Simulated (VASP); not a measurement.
## NbRu3C: single point with PBE

Crystal: NbRu3C.

```xyz
5
Lattice="4.0651 0.0000 0.0000 0.0000 4.0651 0.0000 0.0000 0.0000 4.0651" Properties=species:S:1:pos:R:3 pbc="T T T"
Nb    0.0000    0.0000    0.0000
Ru    0.0000    2.0326    2.0326
Ru    2.0326    0.0000    2.0326
Ru    2.0326    2.0326    0.0000
C     2.0326    2.0326    2.0326
```

| Item | Value |
| --- | --- |
| Program | VASP 6.6.1 |
| Task | single point |
| Functional | PBE |
| Potentials or basis | VASP PAW PBE potentials, release 64 (Nb_sv, Ru_pv, C) |
| Cutoff | 520 eV |
| k mesh | 4 × 4 × 4 |
| Occupations | gaussian, width 0.1 eV |
| Spin | no spin polarisation |

```json
{"Pressure": "-3.5 GPa", "Band gap on the k mesh": "zero (an odd number of electrons rules out a gap without spin polarisation)"}
```

Levels at points of the mesh, in eV from the Fermi level:
```tsv
k point	band 25	band 26	band 27	band 28	band 29	band 30	band 31	band 32	band 33	band 34
(0.00, 0.00, 0.00)	-2.54	-2.54	-1.36	-1.36	0.63	0.67	0.67	0.67	1.84	1.84
(0.50, 0.00, 0.00)	-1.94	-1.46	-1.38	-1.38	-0.73	-0.27	-0.27	0.56	0.68	0.92
(0.50, 0.50, 0.00)	-2.79	-2.79	-2.36	-1.60	-1.23	-0.91	0.39	0.39	0.47	1.68
(0.50, 0.50, 0.50)	-2.04	-2.04	0.21	0.21	0.21	0.43	0.43	0.43	1.19	1.19
```

It took 50 s on 1 thread of Intel Xeon 8259CL, on a shared host, peak memory 0.18 GiB.

Caveat: the k points lie up to 0.39 Å⁻¹ apart, too coarse for converged energies and pressures of a metal.
